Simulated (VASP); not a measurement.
# CsSnI3 (Pm-3m) in VASP: a series of runs, part 2 of 3

VASP 6.6.1.

## Step 3: Relaxation of cell and atoms, LDA

This run uses another cell than the first one, of 47.80 Å³/atom.

Input file INCAR:

```
SYSTEM = CsSnI3
ALGO = Normal
EDIFF = 1E-6
EDIFFG = -0.01
ENCUT = 600
GGA = CA
IBRION = 2
ISIF = 3
ISMEAR = -1
LASPH = .TRUE.
LCHARG = .FALSE.
LREAL = .FALSE.
LWAVE = .FALSE.
NELM = 100
NSW = 60
PREC = Accurate
SIGMA = 0.05
```

Input file KPOINTS:

```
k-points
0
G
  5 5 5
  0 0 0
```

Input file POSCAR:

```
CsSnI3
1.0
    6.2057000000      0.0000000000      0.0000000000
    0.0000000000      6.2057000000      0.0000000000
    0.0000000000      0.0000000000      6.2057000000
Cs I Sn
1 3 1
Direct
    0.0000000000      0.0000000000      0.0000000000
    0.5000000000      0.5000000000      0.0000000000
    0.5000000000      0.0000000000      0.5000000000
    0.0000000000      0.5000000000      0.5000000000
    0.5000000000      0.5000000000      0.5000000000
```

Potentials or basis: VASP PAW LDA potentials, release 64 (Cs_sv, I, Sn_d).

Launch:

```bash
> cat potpaw_LDA.64/Cs_sv/POTCAR potpaw_LDA.64/I/POTCAR potpaw_LDA.64/Sn_d/POTCAR > POTCAR
> mpirun -np 1 vasp_std > vasp.out
```

OUTCAR:

```text
SYSTEM = CsSnI3
   EDIFF = 1E-6
   EDIFFG = -0.01
   ENCUT = 600
   GGA = CA
   IBRION = 2
   ISIF = 3
   ISMEAR = -1
   LASPH = .TRUE.
   LREAL = .FALSE.
   NELM = 100
   NSW = 60
   PREC = Accurate

 ion  position               nearest neighbor table
   1  0.000  0.000  0.000-
   2  0.500  0.500  0.000-   5 3.10   5 3.10
   3  0.500  0.000  0.500-   5 3.10   5 3.10
   4  0.000  0.500  0.500-   5 3.10   5 3.10
   5  0.500  0.500  0.500-   2 3.10   3 3.10   4 3.10   2 3.10   3 3.10   4 3.10

  LATTYP: Found a simple cubic cell.
 ALAT       =     6.2057000000

  Lattice vectors:

 A1 = (   6.2057000000,   0.0000000000,   0.0000000000)
 A2 = (   0.0000000000,   6.2057000000,   0.0000000000)
 A3 = (   0.0000000000,   0.0000000000,   6.2057000000)

Analysis of symmetry for initial positions (statically):
=====================================================================
 Subroutine PRICEL returns:
 Original cell was already a primitive cell.

 Routine SETGRP: Setting up the symmetry group for a
 simple cubic supercell.

 Subroutine GETGRP returns: Found 48 space group operations
 (whereof 48 operations were pure point group operations)
 out of a pool of 48 trial point group operations.

The static configuration has the point symmetry O_h .

Analysis of symmetry for dynamics (positions and initial velocities):
=====================================================================
 Subroutine PRICEL returns:
 Original cell was already a primitive cell.

 Routine SETGRP: Setting up the symmetry group for a
 simple cubic supercell.

 Subroutine GETGRP returns: Found 48 space group operations
 (whereof 48 operations were pure point group operations)
 out of a pool of 48 trial point group operations.

The dynamic configuration has the point symmetry O_h .

 Subroutine INISYM returns: Found 48 space group operations
 (whereof 48 operations are pure point group operations),
[... 93 lines left out ...]
   ISIF   =      3    stress and relaxation
   ISYM   =      2    0-nonsym 1-usesym 2-fastsym
   POTIM  = 0.5000    time-step for ionic-motion
   TEBEG  =    0.0;   TEEND  =   0.0 temperature during run
   PSTRESS=    0.0 pullay stress
   NELECT =      44.0000    total number of electrons
   NUPDOWN=      -1.0000    fix difference up-down
   EMIN   =  10.00;   EMAX   =-10.00  energy-range for DOS
   EFERMI =   0.00;   METHOD = LEGACY
   ISMEAR =    -1;   SIGMA  =   0.05  broadening in eV -4-tet -1-fermi 0-gaus
   EFERMI_NEDOS =   21; number of points for ismear=-14 and -15
   IALGO  =     38    algorithm
   IMIX   =      4    mixing-type and parameters
     AMIX     =   0.40;   BMIX     =  1.00
     AMIX_MAG =   1.60;   BMIX_MAG =  1.00
  volume/ion in A,a.u.               =      47.80       322.55
  Fermi-wavevector in a.u.,A,eV,Ry     =   0.931326  1.759950 11.801253  0.867368
  Thomas-Fermi vector in A             =   2.057807
   LORBIT       =      0    0 simple, 1 ext, 2 COOP (PROOUT), +10 PAW based schemes
   GGA     = CA    functional components
   LHFCALC =     F    Hartree Fock is set to
   AEXX    =    0.0000 exact exchange contribution
   IVDW    =     0    specifies the selected vdW correction
   LEPSILON=     F    determine dielectric tensor
   LRPA    =     F    only Hartree local field effects (RPA)
 conjugate gradient relaxation of ions
 non-spin polarized calculation
  energy-cutoff  :      600.00
  volume of cell :      238.99
 maximum number of plane-waves:      8025
 NGX is ok and might be reduce to    50
   NGX = 25   NGY = 25   NGZ = 25

--------------------------------------- Ionic step        1  -------------------------------------------

 number of electron      43.9999989 magnetization

 Free energy of the ion-electron system (eV)
  ---------------------------------------------------
  ext. energy  EPLUGINS =         0.00000000
  ---------------------------------------------------
  free energy    TOTEN  =       -16.04358909 eV

  energy without entropy =      -16.04358907  energy(sigma->0) =      -16.04358908

------------------------ aborting loop because EDIFF is reached ----------------------------------------

  FORCE on cell =-STRESS in cart. coord.  units (eV):
  Direction    XX          YY          ZZ          XY          YZ          ZX
  --------------------------------------------------------------------------------------
  -------------------------------------------------------------------------------------
  Total       -2.3232886     -2.3232886     -2.3232886     -0.0000000     -0.0000000      0.0000000
  in kB      -15.5754791    -15.5754791    -15.5754791     -0.0000000     -0.0000000      0.0000000
  external PRESSURE =     -15.5754791 kB  Pullay stress =       0.0000000 kB
[... 65 lines left out ...]
--------------------------------------- Ionic step        3  -------------------------------------------

 number of electron      44.0000011 magnetization

 Free energy of the ion-electron system (eV)
  ---------------------------------------------------
  ext. energy  EPLUGINS =         0.00000000
  ---------------------------------------------------
  free energy    TOTEN  =       -16.15174623 eV

  energy without entropy =      -16.15174621  energy(sigma->0) =      -16.15174622

 E-fermi :   3.4355     XC(G=0):  -8.2412

 val. band max:        2.6240539269   @ k =   0.4000   0.4000   0.4000
 cond. band min:       4.2819468329   @ k =   0.4000   0.4000   0.4000
 fundamental gap:      1.6578929060
 Fermi energy:         3.4355137189

 k-point     1 :       0.0000    0.0000    0.0000
  band No.  band energies     occupation
      1     -18.7925      2.00000
      2     -18.4959      2.00000
      3     -18.4959      2.00000
      4     -18.4561      2.00000
      5     -18.4561      2.00000
      6     -18.4561      2.00000
[... 311 lines left out ...]
  FREE ENERGIE OF THE ION-ELECTRON SYSTEM (eV)
  ---------------------------------------------------
  free  energy   TOTEN  =       -16.1517462264 eV

  energy  without entropy=      -16.1517462061  energy(sigma->0) =      -16.15174622

 reached required accuracy - stopping structural energy minimisation
```

CONTCAR:

```text
CsSnI3
   1.00000000000000
     6.0248943456060022   -0.0000000000000000    0.0000000000000000
    -0.0000000000000000    6.0248943456060022    0.0000000000000000
    -0.0000000000000000   -0.0000000000000000    6.0248943456060022
  Cs              I               Sn
     1     3     1
Direct
     0.0000000000000000    0.0000000000000000    0.0000000000000000
     0.5000000000000000    0.5000000000000000    0.0000000000000000
     0.5000000000000000    0.0000000000000000    0.5000000000000000
     0.0000000000000000    0.5000000000000000    0.5000000000000000
     0.5000000000000000    0.5000000000000000    0.5000000000000000

  0.00000000E+00  0.00000000E+00  0.00000000E+00
  0.00000000E+00  0.00000000E+00  0.00000000E+00
  0.00000000E+00  0.00000000E+00  0.00000000E+00
  0.00000000E+00  0.00000000E+00  0.00000000E+00
  0.00000000E+00  0.00000000E+00  0.00000000E+00
```

It took 68 s on 1 thread of Intel Xeon 6975P-C (Granite Rapids), shared host; peak memory 0.34 GiB.

Results:

```
Free energy                           : -16.1517 eV
Relaxed volume                        : 43.74 Å³/atom
Relaxed cell                          : a = 6.025 Å, b = 6.025 Å, c = 6.025 Å, α = 90.00°, β = 90.00°, γ = 90.00°
Space group after relaxing (to 0.1 Å) : Pm-3m (No. 221)
Energy gained by relaxing             : 21.6 meV/atom
Ionic steps                           : 3
Pressure after relaxing               : 0.0 GPa
Band gap on the k mesh                : 1.66 eV
```

Step by step:
```csv
step,energy change (eV),largest force (eV/Å),pressure (GPa),volume (Å³)
1,0.0000,0.0000,-1.56,238.99
2,-0.1013,0.0000,-0.44,223.27
3,-0.1082,0.0000,-0.02,218.70
```

Final structure:
```
Cs I Sn
1.0
     6.02489    0.00000    0.00000
     0.00000    6.02489    0.00000
     0.00000    0.00000    6.02489
Cs I Sn
1 3 1
Direct
  0.00000 0.00000 0.00000
  0.50000 0.50000 0.00000
  0.50000 0.00000 0.50000
  0.00000 0.50000 0.50000
  0.50000 0.50000 0.50000
```

Levels at points of the mesh, in eV from the valence-band top:
```tsv
k point	band 18	band 19	band 20	band 21	band 22	band 23	band 24	band 25	band 26
(0.00, 0.00, 0.00)	-1.72	-1.72	-1.50	-1.50	-1.50	2.67	3.48	3.48	3.89
```

Caveat: spin-orbit coupling is left out, which moves the levels of the heavy elements; an odd mesh through Γ misses points on the zone boundary, where band edges can lie. LDA usually gives volumes a few per cent too small.

## Step 4: Relaxation of cell and atoms, RPBE

This run uses another cell than the first one, of 47.80 Å³/atom.

Input file INCAR:

```
PREC = Accurate ; ENCUT = 600
EDIFF = 1E-6 ; ISMEAR = -1
SIGMA = 0.05 ; LREAL = F
LASPH = T ; NELM = 60
ALGO = Normal ; ISIF = 3
LWAVE = F ; LCHARG = F
GGA = RP ; IBRION = 2
NSW = 60 ; EDIFFG = -0.01
```

Input file KPOINTS:

```
regular mesh
0
Gamma
  5 5 5
```

POSCAR is that of step 3.

Potentials or basis: VASP PAW PBE potentials, release 64 (Cs_sv, I, Sn_d).

Launch:

```bash
> cat potpaw_PBE.64/Cs_sv/POTCAR potpaw_PBE.64/I/POTCAR potpaw_PBE.64/Sn_d/POTCAR > POTCAR
> mpirun -np 1 vasp_std > vasp.out
```

OUTCAR:

```text
PREC = Accurate
   ENCUT = 600
   EDIFF = 1E-6
   ISMEAR = -1
   LREAL = F
   LASPH = T
   NELM = 60
   ISIF = 3
   GGA = RP
   IBRION = 2
   NSW = 60
   EDIFFG = -0.01

 ion  position               nearest neighbor table
   1  0.000  0.000  0.000-
   2  0.500  0.500  0.000-   5 3.10   5 3.10
   3  0.500  0.000  0.500-   5 3.10   5 3.10
   4  0.000  0.500  0.500-   5 3.10   5 3.10
   5  0.500  0.500  0.500-   2 3.10   3 3.10   4 3.10   2 3.10   3 3.10   4 3.10

  LATTYP: Found a simple cubic cell.
 ALAT       =     6.2057000000

  Lattice vectors:

 A1 = (   6.2057000000,   0.0000000000,   0.0000000000)
 A2 = (   0.0000000000,   6.2057000000,   0.0000000000)
 A3 = (   0.0000000000,   0.0000000000,   6.2057000000)

Analysis of symmetry for initial positions (statically):
=====================================================================
 Subroutine PRICEL returns:
 Original cell was already a primitive cell.

 Routine SETGRP: Setting up the symmetry group for a
 simple cubic supercell.

 Subroutine GETGRP returns: Found 48 space group operations
 (whereof 48 operations were pure point group operations)
 out of a pool of 48 trial point group operations.

The static configuration has the point symmetry O_h .

Analysis of symmetry for dynamics (positions and initial velocities):
=====================================================================
 Subroutine PRICEL returns:
 Original cell was already a primitive cell.

 Routine SETGRP: Setting up the symmetry group for a
 simple cubic supercell.

 Subroutine GETGRP returns: Found 48 space group operations
 (whereof 48 operations were pure point group operations)
 out of a pool of 48 trial point group operations.

The dynamic configuration has the point symmetry O_h .

 Subroutine INISYM returns: Found 48 space group operations
 (whereof 48 operations are pure point group operations),
 and found     1 'primitive' translations

[... 93 lines left out ...]
   POTIM  = 0.5000    time-step for ionic-motion
   TEBEG  =    0.0;   TEEND  =   0.0 temperature during run
   PSTRESS=    0.0 pullay stress
   NELECT =      44.0000    total number of electrons
   NUPDOWN=      -1.0000    fix difference up-down
   EMIN   =  10.00;   EMAX   =-10.00  energy-range for DOS
   EFERMI =   0.00;   METHOD = LEGACY
   ISMEAR =    -1;   SIGMA  =   0.05  broadening in eV -4-tet -1-fermi 0-gaus
   EFERMI_NEDOS =   21; number of points for ismear=-14 and -15
   IALGO  =     38    algorithm
   IMIX   =      4    mixing-type and parameters
     AMIX     =   0.40;   BMIX     =  1.00
     AMIX_MAG =   1.60;   BMIX_MAG =  1.00
  volume/ion in A,a.u.               =      47.80       322.55
  Fermi-wavevector in a.u.,A,eV,Ry     =   0.931326  1.759950 11.801253  0.867368
  Thomas-Fermi vector in A             =   2.057807
   LORBIT       =      0    0 simple, 1 ext, 2 COOP (PROOUT), +10 PAW based schemes
   GGA     = RP    functional components
   LHFCALC =     F    Hartree Fock is set to
   AEXX    =    0.0000 exact exchange contribution
   IVDW    =     0    specifies the selected vdW correction
   LEPSILON=     F    determine dielectric tensor
   LRPA    =     F    only Hartree local field effects (RPA)
 conjugate gradient relaxation of ions
 non-spin polarized calculation
  energy-cutoff  :      600.00
  volume of cell :      238.99
 maximum number of plane-waves:      8025
 NGX is ok and might be reduce to    50
   NGX = 25   NGY = 25   NGZ = 25

--------------------------------------- Ionic step        1  -------------------------------------------

 number of electron      43.9999989 magnetization

 Free energy of the ion-electron system (eV)
  ---------------------------------------------------
  ext. energy  EPLUGINS =         0.00000000
  ---------------------------------------------------
  free energy    TOTEN  =       -12.88606709 eV

  energy without entropy =      -12.88606708  energy(sigma->0) =      -12.88606708

------------------------ aborting loop because EDIFF is reached ----------------------------------------

  FORCE on cell =-STRESS in cart. coord.  units (eV):
  Direction    XX          YY          ZZ          XY          YZ          ZX
  --------------------------------------------------------------------------------------
  -------------------------------------------------------------------------------------
  Total        2.3916727      2.3916727      2.3916727     -0.0000000     -0.0000000      0.0000000
  in kB       16.0339308     16.0339308     16.0339308     -0.0000000     -0.0000000      0.0000000
  external PRESSURE =      16.0339308 kB  Pullay stress =       0.0000000 kB
[... 65 lines left out ...]
--------------------------------------- Ionic step        3  -------------------------------------------

 number of electron      43.9999996 magnetization

 Free energy of the ion-electron system (eV)
  ---------------------------------------------------
  ext. energy  EPLUGINS =         0.00000000
  ---------------------------------------------------
  free energy    TOTEN  =       -13.00323458 eV

  energy without entropy =      -13.00323458  energy(sigma->0) =      -13.00323458

 E-fermi :   2.0893     XC(G=0):  -6.8428

 val. band max:        1.1745771200   @ k =   0.4000   0.4000   0.4000
 cond. band min:       3.0408627380   @ k =   0.4000   0.4000   0.4000
 fundamental gap:      1.8662856181
 Fermi energy:         2.0893332436

 k-point     1 :       0.0000    0.0000    0.0000
  band No.  band energies     occupation
      1     -20.1847      2.00000
      2     -20.0649      2.00000
      3     -20.0649      2.00000
      4     -20.0589      2.00000
      5     -20.0589      2.00000
      6     -20.0589      2.00000
[... 311 lines left out ...]
  FREE ENERGIE OF THE ION-ELECTRON SYSTEM (eV)
  ---------------------------------------------------
  free  energy   TOTEN  =       -13.0032345823 eV

  energy  without entropy=      -13.0032345794  energy(sigma->0) =      -13.00323458

 reached required accuracy - stopping structural energy minimisation
```

OSZICAR:

```text
N       E                     dE             d eps       ncg     rms          rms(c)
DAV:   1     0.379432414246E+03    0.37943E+03   -0.19554E+04   520   0.170E+03
DAV:   2     0.370998762727E+02   -0.34233E+03   -0.33571E+03   612   0.337E+02
DAV:   3    -0.109136700486E+02   -0.48014E+02   -0.47209E+02   634   0.127E+02
[... 29 lines left out ...]
DAV:   5    -0.130032470239E+02    0.11557E-02   -0.31022E-03   678   0.393E-01    0.876E-02
DAV:   6    -0.130032209340E+02    0.26090E-04   -0.36102E-04   590   0.181E-01    0.217E-02
DAV:   7    -0.130032301002E+02   -0.91662E-05   -0.34968E-05   582   0.421E-02    0.925E-03
DAV:   8    -0.130032338322E+02   -0.37320E-05   -0.52913E-06   534   0.155E-02    0.235E-03
DAV:   9    -0.130032345823E+02   -0.75012E-06   -0.76788E-07   346   0.784E-03
   3 F= -.13003235E+02 E0= -.13003235E+02  d E =-.117167E+00
```

CONTCAR:

```text
CsSnI3
   1.00000000000000
     6.4222423363019683   -0.0000000000000000    0.0000000000000000
    -0.0000000000000000    6.4222423363019683    0.0000000000000000
     0.0000000000000000   -0.0000000000000000    6.4222423363019683
  Cs              I               Sn
     1     3     1
Direct
     0.0000000000000000    0.0000000000000000    0.0000000000000000
     0.5000000000000000    0.5000000000000000    0.0000000000000000
     0.5000000000000000    0.0000000000000000    0.5000000000000000
     0.0000000000000000    0.5000000000000000    0.5000000000000000
     0.5000000000000000    0.5000000000000000    0.5000000000000000

  0.00000000E+00  0.00000000E+00  0.00000000E+00
  0.00000000E+00  0.00000000E+00  0.00000000E+00
  0.00000000E+00  0.00000000E+00  0.00000000E+00
  0.00000000E+00  0.00000000E+00  0.00000000E+00
  0.00000000E+00  0.00000000E+00  0.00000000E+00
```

Wall time 93 s (1 thread of Intel Xeon 6975P-C (Granite Rapids), shared host); peak memory 0.41 GiB.

What came out:

* Free energy: -13.0032 eV
* Relaxed volume: 52.98 Å³/atom
* Relaxed cell: a = 6.422 Å, b = 6.422 Å, c = 6.422 Å, α = 90.00°, β = 90.00°, γ = 90.00°
* Space group after relaxing (to 0.1 Å): Pm-3m (No. 221)
* Energy gained by relaxing: 23.4 meV/atom
* Ionic steps: 3
* Pressure after relaxing: 0.0 GPa
* Band gap on the k mesh: 1.87 eV

Step by step:
```tsv
step	energy change (eV)	largest force (eV/Å)	pressure (GPa)	volume (Å³)
1	0.0000	0.0000	1.60	238.99
2	-0.1057	0.0000	0.45	255.92
3	-0.1172	0.0000	-0.02	264.89
```

Final structure:
```
CELL_PARAMETERS angstrom
6.42224 0.00000 0.00000
0.00000 6.42224 0.00000
0.00000 0.00000 6.42224
ATOMIC_POSITIONS crystal
Cs 0.00000 0.00000 0.00000
I 0.50000 0.50000 0.00000
I 0.50000 0.00000 0.50000
I 0.00000 0.50000 0.50000
Sn 0.50000 0.50000 0.50000
```

Caveat: the PAW data sets were made with another functional, which shifts forces and pressure a little; spin-orbit coupling is left out, which moves the levels of the heavy elements; an odd mesh through Γ misses points on the zone boundary, where band edges can lie. Zero-point motion and thermal expansion aren't in these numbers.

(Part 2 of 3 ends here.)
